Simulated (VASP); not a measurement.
Set up this calculation in VASP 6.6.1, as the native input.

* Task: electric field gradients
* Functional: LDA
* Potentials or basis: VASP PAW LDA potentials, release 64 (Mg)
* Cutoff: 520 eV
* k mesh: 16 × 16 × 16
* Occupations: fermi-dirac, width 0.03 eV
* Spin: no spin polarisation
* Dipole correction: no
* Further INCAR settings: ALGO = Normal; EDIFF = 1e-08; NBANDS = 7

The structure of Mg lies in POSCAR:

```
Mg
1.0
    0.0000000000      2.2737890710      2.2737890710
    2.2737890710      0.0000000000      2.2737890710
    2.2737890710      2.2737890710      0.0000000000
Mg
1
Direct
    0.0000000000      0.0000000000      0.0000000000
```

This cell differs from its parent crystal: volume scaled by 1.04.

These files were run (other wordings do the same):

INCAR

```
SYSTEM = Mg
PREC = Accurate ; ENCUT = 520
EDIFF = 1E-8 ; ISMEAR = -1
SIGMA = 0.03 ; LREAL = .FALSE.
LASPH = .TRUE. ; NELM = 80
ALGO = Normal ; ISIF = 2
LWAVE = .FALSE. ; LCHARG = .FALSE.
GGA = CA ; LEFG = .TRUE.
NBANDS = 7
```

KPOINTS

```
Automatic mesh
0
G
  16 16 16
  0 0 0
```

Potentials or basis: VASP PAW LDA potentials, release 64 (Mg).

Command:

```sh
$ cat potpaw_LDA.64/Mg/POTCAR > POTCAR
$ mpirun -np 1 vasp_std > vasp.out
```

Results of the run:

The pressure is -2.9 GPa and the band gap on the k mesh is zero (band 1 reaches 3.78 eV, above the bottom of band 2 at 1.01 eV).

Caveat: without QUAD_EFG the Cq values of the log hold for a quadrupole moment of 1 mb, not for the nuclei.

Wall time 9.8 s on 1 thread of Intel(R) Xeon(R) Platinum 8375C CPU @ 2.90GHz (Ice Lake) (shared host), peak memory 0.14 GiB.
